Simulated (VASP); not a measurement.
Set up this calculation in VASP 6.6.1, as the native input.

```yaml
Task: single point
Functional: PBE
Potentials_or_basis: VASP PAW PBE potentials, release 64 (Ge_d)
Cutoff: 500 eV
k_mesh: 10 × 10 × 10
Occupations: gaussian, width 0.1 eV
Spin: no spin polarisation
Dipole_correction: no
Further_INCAR_settings: ALGO = Normal; EDIFF = 1e-06; NBANDS = 21
```

The structure of Ge lies in POSCAR:

```
Ge
1.0
    0.0158923808      2.8936718965      2.8734153036
    2.8936718965      0.0158923808      2.8734153036
    2.9095642772      2.9095642772     -0.0000000001
Ge
2
Direct
    0.0007284970      0.0007284970     -0.0007284970
    0.2492715030      0.2492715030      0.2507284970
```

This cell differs from its parent crystal: strained cell.

These files were run (other wordings do the same):

INCAR

```
PREC = Accurate
ENCUT = 500
EDIFF = 1E-6
ISMEAR = 0
SIGMA = 0.1
LREAL = False
LASPH = True
NELM = 120
ALGO = Normal
ISIF = 2
LWAVE = False
LCHARG = False
GGA = PE
NBANDS = 21
GGA_COMPAT = False
```

KPOINTS

```
regular mesh
0
Gamma
  10 10 10
```

Potentials or basis: VASP PAW PBE potentials, release 64 (Ge_d).

The run is started by

```console
$ cat potpaw_PBE.64/Ge_d/POTCAR > POTCAR
$ mpirun -np 1 vasp_std > vasp.out
```

It gave:

* Pressure: -0.5 GPa
* Band gap on the k mesh: zero (bands 14 and 15 overlap by 0.07 eV)

Caveat: the cell differs from its parent crystal (strained cell); semilocal functionals underestimate gaps, so a narrow gap can read as zero.

Run time: 3.9 min on 1 thread of AMD EPYC 7R13, with other jobs on the host, peak memory 0.23 GiB.
